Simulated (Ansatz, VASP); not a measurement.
**HgTe in VASP and in Ansatz**

The input INCAR:

```
PREC = Accurate
ENCUT = 520
EDIFF = 1E-8
ISMEAR = -1
SIGMA = 0.08
LREAL = False
LASPH = True
NELM = 80
ALGO = Normal
ISIF = 2
LWAVE = False
LCHARG = False
GGA = PS
LEFG = True
NBANDS = 16
```

Contents of KPOINTS:

```
Automatic mesh
0
Gamma
  12 12 12
```

The input POSCAR:

```
HgTe
1.0
    0.0000000000      2.9599451983      2.9599451983
    2.9599451983      0.0000000000      2.9599451983
    2.9599451983      2.9599451983      0.0000000000
Hg Te
1 1
Direct
    0.0000000000      0.0000000000      0.0000000000
    0.5000000000      0.5000000000      0.5000000000
```

Input for Ansatz:

```yaml
crystal:
  lattice:
    - [0.0, 2.9599451983, 2.9599451983]
    - [2.9599451983, 0.0, 2.9599451983]
    - [2.9599451983, 2.9599451983, 0.0]
  atoms:
    - { symbol: Hg, position: [0.0, 0.0, 0.0] }
    - { symbol: Te, position: [0.5, 0.5, 0.5] }
kpoints:
  mp_grid: { grid: [12, 12, 12] }
scf:
  occupations: { method: fermi_dirac, width: 0.08 }
hamiltonian:
  xc: pbesol
  pseudopotentials: { kind: paw }
output:
  forces: true
  stress: true
  eigenvalues: true
  efg: { contact_densities: true }
  write_density: true
  write_potential: true
  elf: true
  volumetric_format: npy
```

Change from the starting cell: volume scaled by 1.04, PAW files.

Alike in both runs: task electric field gradients; functional PBEsol; k mesh 12 × 12 × 12; occupations fermi-dirac, width 0.08 eV; no spin polarisation.

```csv
,VASP,Ansatz
version,VASP 6.6.1,Ansatz 0.2.0
potentials or method,"VASP PAW PBE potentials, release 64 (Hg, Te)","PAW with Ansatz's default frozen-core files, scalar-relativistic"
plane-wave cutoff (eV),520,420
valence electrons in the cell,18,36
```

```tsv
	VASP	Ansatz	Ansatz less VASP
pressure (GPa)	3.1	2.9	-0.26
```

VASP's potentials were made for PBE, not for PBEsol. VASP's potentials hold 18 valence electrons a cell and Ansatz's 36, so a difference there can come from the potentials and not from the codes.

Spin-orbit coupling is off throughout.
